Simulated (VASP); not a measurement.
A run of VASP 6.6.1:

File POSCAR:

```
Au
1.0
   -1.7235597600      1.7235597600      1.7235597600
    1.7235597600     -1.7235597600      1.7235597600
    1.7235597600      1.7235597600     -1.7235597600
Au
1
Direct
    0.0000000000      0.0000000000      0.0000000000
```

INCAR.step1

```
SYSTEM = Au
ALGO = Normal
EDIFF = 1E-4
ENCUT = 520
GGA = PE
ISMEAR = 0
LASPH = .TRUE.
LCHARG = .FALSE.
LREAL = .FALSE.
LWAVE = .TRUE.
NBANDS = 12
NELM = 60
PREC = Accurate
SIGMA = 0.15
```

The input INCAR.step2:

```
SYSTEM = Au
ALGO = Normal
EDIFF = 1E-7
ENCUT = 520
ISIF = 2
ISMEAR = 0
ISTART = 1
LASPH = .TRUE.
LCHARG = .FALSE.
LMIXTAU = .TRUE.
LREAL = .FALSE.
LWAVE = .FALSE.
METAGGA = R2SCAN
NBANDS = 12
NELM = 60
PREC = Accurate
SIGMA = 0.15
```

Contents of KPOINTS:

```
k-points
0
G
  24 24 24
  0 0 0
```

Potentials or basis: VASP PAW PBE potentials, release 64 (Au).

Run with:

```console
$ cat potpaw_PBE.64/Au/POTCAR > POTCAR
$ cp INCAR.step1 INCAR
$ mpirun -np 1 vasp_std > vasp.out
$ cp INCAR.step2 INCAR
$ mpirun -np 1 vasp_std > vasp.out
```

Hardware: 1 thread of Intel(R) Xeon(R) Platinum 8259CL CPU @ 2.50GHz (Skylake/Cascade Lake) (shared host).

Task: Estimate the wall time of this run.

Result: Wall time 4.4 min on 1 thread of Intel(R) Xeon(R) Platinum 8259CL CPU @ 2.50GHz (Skylake/Cascade Lake), with other jobs on the host, peak memory 0.23 GiB. Counts: k points 413.
